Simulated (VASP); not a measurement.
Write the native input for VASP 6.6.1 that does the following.

```
Task                   : relaxation of the atoms
Functional             : PBE
Potentials or basis    : VASP PAW PBE potentials, release 64 (Pt, Se)
Cutoff                 : 520 eV
k mesh                 : 8 × 8 × 5
Occupations            : fermi-dirac, width 0.05 eV
Spin                   : no spin polarisation
Dipole correction      : no
Further INCAR settings : ALGO = Normal; EDIFF = 1e-07; IBRION = 2; EDIFFG = -0.005; NSW = 80
```

The structure of PtSe2 lies in POSCAR:

```
PtSe2
1.0
    3.7612400000      0.0000000000      0.0000000000
   -1.8806200000      3.2573293897      0.0000000000
    0.0000000000      0.0000000000      5.0620000000
Pt Se
1 2
Direct
    0.0000000000      0.0000000000      0.0000000000
    0.6666666667      0.3333333333      0.7500000000
    0.3333333333      0.6666666667      0.2500000000
```

These files were run (other wordings do the same):

INCAR

```
PREC = Accurate ; ENCUT = 520
EDIFF = 1E-7 ; ISMEAR = -1
SIGMA = 0.05 ; LREAL = False
LASPH = True ; NELM = 60
ALGO = Normal ; ISIF = 2
LWAVE = False ; LCHARG = False
GGA = PE ; IBRION = 2
NSW = 80 ; EDIFFG = -0.005
```

KPOINTS

```
regular mesh
0
Gamma
  8 8 5
```

Potentials or basis: VASP PAW PBE potentials, release 64 (Pt, Se).

Launch:

```sh
$ cat potpaw_PBE.64/Pt/POTCAR potpaw_PBE.64/Se/POTCAR > POTCAR
$ mpirun -np 1 vasp_std > vasp.out
```

It gave:

```yaml
Energy_gained_by_relaxing: 4.0 meV/atom
Ionic_steps: 4
Pressure_after_relaxing: 2.3 GPa
Band_gap_on_the_k_mesh: zero (bands 11 and 12 overlap by 0.46 eV)
```

Caveat: spin-orbit coupling is left out, which moves the levels of the heavy elements.

It took 75 s on 1 thread of Intel(R) Xeon(R) Platinum 8375C CPU @ 2.90GHz (Ice Lake) (shared host), peak memory 0.2 GiB.
